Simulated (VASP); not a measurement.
Input of a VASP 6.6.1 run:

INCAR

```
  ALGO = Fast
  EDIFF = 1E-6
  ENCUT = 520
  ISIF = 2
  ISMEAR = -1
  LASPH = T
  LCHARG = F
  LREAL = F
  LWAVE = F
  NBANDS = 36
  NELM = 100
  PREC = Accurate
  SIGMA = 0.15
```

File KPOINTS:

```
k-points
0
Gamma
  12 12 12
```

POSCAR

```
ZrRh3
1.0
    3.9043992023      0.0000000000      0.0000000000
    0.0000000000      3.9043992023      0.0000000000
    0.0000000000      0.0000000000      3.9043992023
Zr Rh
1 3
Direct
    0.0000000000      0.0000000000      0.0000000000
    0.0000000000      0.5000000000      0.5000000000
    0.5000000000      0.0000000000      0.5000000000
    0.5000000000      0.5000000000      0.0000000000
```

Potentials or basis: VASP PAW LDA potentials, release 64 (Zr_sv, Rh_pv).

The run is started by

```console
$ cat potpaw_LDA.64/Zr_sv/POTCAR potpaw_LDA.64/Rh_pv/POTCAR > POTCAR
$ mpirun -np 1 vasp_std > vasp.out
```

(1) Estimate the pressure.

(2) Predict the band gap on the k mesh.

Results:

(1) -4.1 GPa.

(2) zero (an odd number of electrons rules out a gap without spin polarisation).

Caveat: the cell stands under tension.
